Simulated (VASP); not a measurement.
# Li2Ta (P6/mmm) in VASP: further runs, part 2 of 2

VASP 6.6.1. The steps go on from the part before.

## Step 3: Relaxation of cell and atoms, PBE

This run uses another cell than the first one, of 12.79 Å³/atom, 0.923 times its volume.

File INCAR:

```
PREC = Accurate ; ENCUT = 600
EDIFF = 1E-6 ; ISMEAR = 0
SIGMA = 0.1 ; LREAL = F
LASPH = T ; NELM = 80
ALGO = Normal ; ISIF = 3
LWAVE = F ; LCHARG = F
GGA = PE ; IBRION = 2
NSW = 90 ; EDIFFG = -0.04
```

File KPOINTS:

```
Automatic mesh
0
Gamma
  6 6 6
```

File POSCAR:

```
Li2Ta
1.0
    3.4489948828      0.0000000000      0.0000000000
   -1.7244974414      2.9869171860      0.0000000000
    0.0000000000      0.0000000000      3.7239977971
Li Ta
2 1
Direct
    0.3333333333      0.6666666667      0.5000000000
    0.6666666667      0.3333333333      0.5000000000
    0.0000000000      0.0000000000      0.0000000000
```

Potentials or basis: VASP PAW PBE potentials, release 64 (Li_sv, Ta_pv).

The run is started by

```
$ cat potpaw_PBE.64/Li_sv/POTCAR potpaw_PBE.64/Ta_pv/POTCAR > POTCAR
$ mpirun -np 1 vasp_std > vasp.out
```

OUTCAR:

```text
PREC = Accurate
   ENCUT = 600
   EDIFF = 1E-6
   ISMEAR = 0
   LREAL = F
   LASPH = T
   NELM = 80
   ISIF = 3
   GGA = PE
   IBRION = 2
   NSW = 90
   EDIFFG = -0.04

 ion  position               nearest neighbor table
   1  0.333  0.667  0.500-   2 1.99   2 1.99   2 1.99   3 2.73   3 2.73   3 2.73   3 2.73   3 2.73
                             3 2.73
   2  0.667  0.333  0.500-   1 1.99   1 1.99   1 1.99   3 2.73   3 2.73   3 2.73   3 2.73   3 2.73
                             3 2.73
   3  0.000  0.000  0.000-   1 2.73   2 2.73   1 2.73   2 2.73   1 2.73   1 2.73   2 2.73   2 2.73
                             2 2.73   2 2.73   1 2.73   1 2.73

  LATTYP: Found a hexagonal cell.
 ALAT       =     3.4489948828
 C/A-ratio  =     1.0797342193

  Lattice vectors:

 A1 = (   3.4489948828,   0.0000000000,   0.0000000000)
 A2 = (  -1.7244974414,   2.9869171860,   0.0000000000)
 A3 = (   0.0000000000,   0.0000000000,   3.7239977971)

[... 380 lines left out ...]
 Fermi energy:         3.7248529335

 k-point     1 :       0.0000    0.0000    0.0000
  band No.  band energies     occupation
      1     -43.0457      2.00000
      2     -42.1023      2.00000
      3     -30.6294      2.00000
      4     -30.2692      2.00000
      5     -30.2692      2.00000
      6      -2.2437      2.00000
      7       2.0743      2.00000
      8       2.9594      2.00000
      9       4.7490      0.00000
     10       4.7490      0.00000
     11       6.9131      0.00000
     12       6.9131      0.00000
[... 331 lines left out ...]
 k-point    24 :       0.3333    0.0000    0.5000
  band No.  band energies     occupation
      1     -42.8457      2.00000
      2     -42.3015      2.00000
      3     -30.5863      2.00000
      4     -30.5861      2.00000
      5     -30.3454      2.00000
      6       0.5126      2.00000
      7       1.6895      2.00000
      8       3.2918      2.00000
      9       4.1022      0.00000
     10       4.9045      0.00000
     11       5.5433      0.00000
     12       7.3752      0.00000

 [... further k-points ...]
[... 5 lines left out ...]
  --------------------------------------------------------------------------------------
  -------------------------------------------------------------------------------------
  Total        0.0713052      0.0713052      0.0927581      0.0000000     -0.0000000      0.0000000
  in kB        2.7887620      2.7887620      3.6277876      0.0000000     -0.0000000      0.0000000
  external PRESSURE =       3.0684372 kB  Pullay stress =       0.0000000 kB
[... 18 lines left out ...]
  FREE ENERGIE OF THE ION-ELECTRON SYSTEM (eV)
  ---------------------------------------------------
  free  energy   TOTEN  =       -12.9762239454 eV

  energy  without entropy=      -12.9641427225  energy(sigma->0) =      -12.97018333

 reached required accuracy - stopping structural energy minimisation
```

OSZICAR:

```text
N       E                     dE             d eps       ncg     rms          rms(c)
DAV:   1     0.108291788644E+03    0.10829E+03   -0.95268E+03   672   0.162E+03
DAV:   2    -0.389047434941E+01   -0.11218E+03   -0.10980E+03   768   0.365E+02
DAV:   3    -0.137612198485E+02   -0.98707E+01   -0.95754E+01  1296   0.659E+01
DAV:   4    -0.140743672438E+02   -0.31315E+00   -0.31233E+00   804   0.152E+01
[... 103 lines left out ...]
DAV:   1    -0.129773033235E+02   -0.12946E-02   -0.76632E-02   672   0.305E+00    0.190E-01
DAV:   2    -0.129764108955E+02    0.89243E-03   -0.16912E-03   776   0.375E-01    0.105E-01
DAV:   3    -0.129762217092E+02    0.18919E-03   -0.52523E-04   796   0.158E-01    0.274E-02
DAV:   4    -0.129762234776E+02   -0.17684E-05   -0.54139E-05   788   0.474E-02    0.160E-02
DAV:   5    -0.129762239454E+02   -0.46776E-06   -0.38622E-06   776   0.139E-02
  11 F= -.12976224E+02 E0= -.12970183E+02  d E =-.486959E-02
```

CONTCAR:

```text
Li2Ta
   1.00000000000000
     3.1605176613609105   -0.0000000000000000    0.0000000000000000
    -1.5802588306804553    2.7370885838277741   -0.0000000000000000
    -0.0000000000000000    0.0000000000000000    4.7355826569441986
  Li              Ta
     2     1
Direct
     0.3333333332999970    0.6666666667000030    0.5000000000000000
     0.6666666667000030    0.3333333332999970    0.5000000000000000
     0.0000000000000000    0.0000000000000000    0.0000000000000000

  0.00000000E+00  0.00000000E+00  0.00000000E+00
  0.00000000E+00  0.00000000E+00  0.00000000E+00
  0.00000000E+00  0.00000000E+00  0.00000000E+00
```

Wall time 79 s (1 thread of Intel Xeon Platinum 8375C at 2.90GHz (Ice Lake), shared host); peak memory 0.18 GiB.

Results:

```
Free energy                            : -12.9762 eV
Relaxed volume                         : 13.66 Å³/atom
Relaxed cell                           : a = 3.161 Å, b = 3.161 Å, c = 4.736 Å, α = 90.00°, β = 90.00°, γ = 120.00°
Space group after relaxing (to 0.05 Å) : P6/mmm (No. 191)
Energy gained by relaxing              : 240.2 meV/atom
Ionic steps                            : 11
Pressure after relaxing                : 0.3 GPa
```

Stress tensor (GPa, compression positive):
```
0.28 0.00 0.00
0.00 0.28 0.00
0.00 0.00 0.36
```

Step by step:
```
step  energy change (eV)  largest force (eV/Å)  pressure (GPa)  volume (Å³)
   1              0.0000                0.0000           13.31        38.36
   2             -0.3344                0.0000           -0.82        44.53
   3             -0.3401                0.0000           -3.09        46.03
   4             -0.4665                0.0000           -3.94        45.83
   5             -0.6010                0.0000           -5.15        45.29
   6             -0.5672                0.0000           -5.94        43.43
   7             -0.6408                0.0000           -5.60        44.91
   8             -0.7058                0.0000            3.19        39.86
   9             -0.7157                0.0000            0.53        41.11
  10             -0.7204                0.0000            0.36        40.99
  11             -0.7206                0.0000            0.31        40.97
```

Final structure:
```xyz
3
Lattice="3.1605 0.0000 0.0000 -1.5803 2.7371 0.0000 0.0000 0.0000 4.7356" Properties=species:S:1:pos:R:3 pbc="T T T"
Li    0.0000    1.8247    2.3678
Li    1.5803    0.9124    2.3678
Ta    0.0000    0.0000    0.0000
```

Levels at points of the mesh, in eV from the Fermi level:
```tsv
k point	band 6	band 7	band 8	band 9	band 10	band 11
(0.00, 0.00, 0.00)	-5.97	-1.65	-0.77	1.02	1.02	3.19
(0.50, 0.00, 0.00)	-3.21	-1.67	-1.22	0.33	2.28	5.03
(0.00, 0.00, 0.50)	-5.76	-2.23	-0.34	1.11	1.11	2.96
(0.50, 0.00, 0.50)	-2.55	-1.76	-0.53	0.48	1.10	1.51
```

Caveat: the cutoff is under 1.25 times the usual one of these potentials, so pressure, stress and relaxed cells hold a basis-set (Pulay) error; spin-orbit coupling is left out, which moves the levels of the heavy elements.

## Step 4: Single point, PBE

This run uses another cell than the first one: it holds 6 atoms, not 3.

File INCAR:

```
  PREC = Accurate
  ENCUT = 520
  EDIFF = 1E-7
  ISMEAR = 0
  SIGMA = 0.1
  LREAL = False
  LASPH = True
  NELM = 100
  ALGO = Fast
  ISIF = 2
  LWAVE = False
  LCHARG = True
  GGA = PE
  LELF = True
  LVHAR = True
  NBANDS = 26
```

File KPOINTS:

```
regular mesh
0
Gamma
  8 6 4
```

File POSCAR:

```
Li2Ta
1.0
   -1.5723515022      2.7233926892      0.0000000000
    0.0000000000      0.0000000000      4.8589526725
    4.7170545066      2.7233926892      0.0000000000
Li Ta
4 2
Direct
    0.5000000000      0.5000000000      0.1666666667
    0.0000000000      0.5000000000      0.6666666667
    0.0000000000      0.5000000000      0.3333333333
    0.5000000000      0.5000000000      0.8333333333
    0.5000000000      0.0000000000      0.5000000000
    0.0000000000      0.0000000000      0.0000000000
```

The run is started by

```
$ cat potpaw_PBE.64/Li_sv/POTCAR potpaw_PBE.64/Ta_pv/POTCAR > POTCAR
$ mpirun -np 1 vasp_std > vasp.out
```

It took 3.9 min on 1 thread of Intel Xeon Platinum 8375C at 2.90GHz (Ice Lake), shared host; peak memory 0.25 GiB.

Results (log left out):

```yaml
Free_energy: -26.0076 eV
Largest_force: 0.018 eV/Å
Band_gap_on_the_k_mesh: zero (band 17 reaches 4.29 eV, above the bottom of band 18 at 3.19 eV)
```

Forces in eV/Å, atoms in the order of the input:
```
Li   0.016  0.009  0.000
Li   0.016  0.009  0.000
Li  -0.016 -0.009  0.000
Li  -0.016 -0.009  0.000
Ta   0.000  0.000  0.000
Ta   0.000  0.000  0.000
```

Levels at points of the mesh, in eV from the Fermi level:
```
           k point  band 13  band 14  band 15  band 16  band 17  band 18  band 19  band 20
(0.00, 0.00, 0.00)    -1.79    -1.76    -1.30    -1.08     0.28     0.99     0.99     2.27
(0.50, 0.00, 0.00)    -1.33    -1.33    -0.90    -0.90    -0.41    -0.41     0.82     0.82
(0.00, 0.50, 0.00)    -2.48    -1.84    -0.67    -0.60     0.42     0.94     1.05     1.05
(0.50, 0.50, 0.00)    -1.64    -1.64    -0.87    -0.87     0.05     0.05     0.35     0.35
(0.00, 0.00, 0.50)    -1.44    -1.44    -1.18    -1.18    -0.03    -0.03     2.49     2.49
(0.50, 0.00, 0.50)    -1.76    -1.76    -1.30    -1.30     0.28     0.28     2.27     2.27
(0.00, 0.50, 0.50)    -2.34    -2.34    -0.34    -0.34     0.55     0.55     1.14     1.14
(0.50, 0.50, 0.50)    -1.84    -1.84    -0.67    -0.67     0.42     0.42     0.94     0.94
```

Caveat: the cutoff is under 1.25 times the usual one of these potentials, so pressure, stress and relaxed cells hold a basis-set (Pulay) error; spin-orbit coupling is left out, which moves the levels of the heavy elements.

## Step 5: Summary

| task | cell | k mesh | cutoff (eV) | gap on the mesh (eV) |
| --- | --- | --- | --- | --- |
| single point | a = 3.140, b = 3.140, c = 4.870 Å, angles 90.0, 90.0, 120.0°, 3 atoms | 6 × 6 × 6 | 520 | none |
| relaxation of cell and atoms | relaxed from a = 3.449, b = 3.449, c = 3.724 Å, angles 90.0, 90.0, 120.0°, 3 atoms | 6 × 6 × 6 | 600 | none |
| single point | a = 3.145, b = 4.859, c = 5.447 Å, 6 atoms | 8 × 6 × 4 | 520 | none |

Alike in all rows: level PBE; potentials or basis VASP PAW PBE potentials, release 64 (Li_sv, Ta_pv); no spin polarisation; smearing gaussian 0.1 eV.

Caveats: some runs use coarse meshes; the cutoff is under 1.25 times the usual one of these potentials, so pressure, stress and relaxed cells hold a basis-set (Pulay) error; spin-orbit coupling is left out, which moves the levels of the heavy elements.

Absolute energies hang on the potentials; compare differences alone.
